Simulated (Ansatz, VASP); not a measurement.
Be2CdF6 in VASP and in Ansatz

The input INCAR:

```
PREC = Accurate
ENCUT = 520
EDIFF = 1E-6
ISMEAR = 0
SIGMA = 0.1
LREAL = False
LASPH = True
NELM = 80
ALGO = Normal
ISIF = 2
LWAVE = False
LCHARG = False
GGA = PE
NBANDS = 39
```

File KPOINTS:

```
regular mesh
0
Gamma
  4 4 4
```

POSCAR

```
Be2CdF6
1.0
    0.0000000000      4.4046448500      4.4046448500
    4.4046448500      0.0000000000      4.4046448500
    4.4046448500      4.4046448500      0.0000000000
Be Cd F
2 1 6
Direct
    0.7500000000      0.7500000000      0.7500000000
    0.2500000000      0.2500000000      0.2500000000
    0.0000000000      0.0000000000      0.0000000000
    0.5000000000      0.0000000000      0.0000000000
    0.0000000000      0.5000000000      0.5000000000
    0.0000000000      0.5000000000      0.0000000000
    0.5000000000      0.0000000000      0.5000000000
    0.0000000000      0.0000000000      0.5000000000
    0.5000000000      0.5000000000      0.0000000000
```

Input for Ansatz:

```yaml
crystal:
  lattice:
    - [0.0, 4.40464485, 4.40464485]
    - [4.40464485, 0.0, 4.40464485]
    - [4.40464485, 4.40464485, 0.0]
  atoms:
    - { symbol: Be, position: [0.75, 0.75, 0.75] }
    - { symbol: Be, position: [0.25, 0.25, 0.25] }
    - { symbol: Cd, position: [0.0, 0.0, 0.0] }
    - { symbol: F, position: [0.5, 0.0, 0.0] }
    - { symbol: F, position: [0.0, 0.5, 0.5] }
    - { symbol: F, position: [0.0, 0.5, 0.0] }
    - { symbol: F, position: [0.5, 0.0, 0.5] }
    - { symbol: F, position: [0.0, 0.0, 0.5] }
    - { symbol: F, position: [0.5, 0.5, 0.0] }
basis:
  ecutwfc: 420
kpoints:
  mp_grid: { grid: [4, 4, 4] }
hamiltonian:
  xc: pbe
scf:
  occupations: { method: gaussian, width: 0.1 }
  lower_state_search: "off"
output:
  forces: true
  stress: true
  eigenvalues: true
```

Change from the starting cell: ordered vacancies on the A sites of perovskite (Fm-3m, No. 225).

Alike in both runs: task single point; functional PBE; k mesh 4 × 4 × 4; occupations gaussian, width 0.1 eV; no spin polarisation.

|  | VASP | Ansatz |
| --- | --- | --- |
| version | VASP 6.6.1 | Ansatz 0.2.0 |
| potentials or method | VASP PAW PBE potentials, release 64 (Be, Cd, F), cutoff 520 eV | scalar-relativistic, plane waves, PAW |
| valence electrons in the cell | 58 | 66 |

|  | VASP | Ansatz | Ansatz less VASP |
| --- | --- | --- | --- |
| gap on the k mesh at the Fermi level (eV) | 0.66 | 0.67 | +0.014 |
| least direct gap on the mesh (eV) | 0.66 | 0.67 | +0.014 |
| pressure (GPa) | -19.4 | -19.2 | +0.20 |

VASP's potentials hold 58 valence electrons a cell and Ansatz's 66, so a difference there can come from the potentials and not from the codes.
